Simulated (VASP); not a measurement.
Runs of VASP 6.6.1 on CuO. The structure is that of space group C2/c (No. 15), or close to it. The cells are those of the table. 

| task | level | potentials or basis | cell | cutoff (eV) | gap on the mesh (eV) | pressure (GPa) | relaxed volume (Å³/atom) | largest force (eV/Å) |
| --- | --- | --- | --- | --- | --- | --- | --- | --- |
| single point | RPBE+D3(BJ) | VASP PAW PBE potentials, release 64 (Cu_sv_GW, O) | a = 2.841, b = 2.841, c = 5.024 Å, angles 97.7, 97.7, 72.3°, 4 atoms | 820 | none | (a) | - | 0.08 |
| single point | PBE+D3(BJ) | VASP PAW PBE potentials, release 64 (Cu_sv_GW, O) | a = 2.920, b = 2.920, c = 5.163 Å, angles 97.7, 97.7, 72.3°, 4 atoms | 820 | none | -3.1 | - | 0.32 |
| relaxation of cell and atoms | revPBE | VASP PAW PBE potentials, release 64 (Cu, O) | relaxed from a = 2.900, b = 2.900, c = 5.129 Å, angles 97.7, 97.7, 72.3°, 4 atoms | 600 | none | 0.0 | 11.48 | 0.01 |
| single point | SVWN5 | VASP PAW PBE potentials, release 64 (Cu_sv_GW, O) | a = 2.920, b = 2.920, c = 5.163 Å, angles 97.7, 97.7, 72.3°, 4 atoms | 820 | none | -13.4 | - | 0.52 |
| relaxation of cell and atoms | PBEsol | VASP PAW PBE potentials, release 64 (Cu, O) | relaxed from a = 2.900, b = 2.900, c = 5.129 Å, angles 97.7, 97.7, 72.3°, 4 atoms | 600 | none | 0.0 | (b) | 0.01 |

Alike in all rows: no spin polarisation; k mesh 10 × 10 × 5; smearing fermi-dirac 0.05 eV.

Question: Estimate the missing entries.

Answer: (a) -1.6; (b) 10.68.

Caveats: semilocal functionals often make such compounds metallic where correlation or magnetic order opens a gap, which also shifts bond lengths; the PAW data sets were made with another functional, which shifts forces and pressure a little (at least some runs); the stress differs along the axes, from -5 to 0 GPa (at least some runs); the dispersion term is far too large for a dense solid, which distorts pressure and volume (at least some runs); the cell stands under tension (at least some runs); the stress differs along the axes, from -17 to -9 GPa (at least some runs).

A gap of «none» marks levels without a gap at the run's occupations.

The runs don't all hold the same shells in valence.
